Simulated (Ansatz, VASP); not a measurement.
# CO2 in VASP and in Ansatz

```
C O
1.0
     2.33392    0.00000    0.00000
     0.00000    2.33392    0.00000
     0.00000    0.00000   10.51081
C O
2 4
Direct
  0.00000 0.00000 0.00000
  0.50000 0.50000 0.50000
  0.00000 0.50000 0.07850
  0.00000 0.50000 0.57850
  0.50000 0.00000 0.42150
  0.50000 0.00000 0.92150
```

Alike in both runs: task single point; functional PBE; k mesh 8 × 8 × 2; occupations gaussian, width 0.1 eV; no spin polarisation.

|  | VASP | Ansatz |
| --- | --- | --- |
| version | VASP 6.6.1 | Ansatz 0.2.0 |
| potentials or method | VASP PAW PBE potentials, release 64 (C, O), cutoff 520 eV | scalar-relativistic, plane waves, PAW |
| valence electrons in the cell | 32 | 32 |

|  | VASP | Ansatz | Ansatz less VASP |
| --- | --- | --- | --- |
| gap on the k mesh at the Fermi level (eV) | 3.89 | 3.93 | +0.043 |
| least direct gap on the mesh (eV) | 4.30 | 4.34 | +0.040 |
| pressure (GPa) | 1.4 | 0.0 | -1.39 |
| traceless stress, the component that is largest in VASP (GPa) | -0.46 | 0.02 | +0.475 |
| rms of the force components (eV/Å) | 0.065 | 0.000 | -0.0650 |

Atom by atom the forces differ by 0.065 eV/Å (rms over components). With one functional, cell and mesh, what is left measures potentials, basis and numerics.
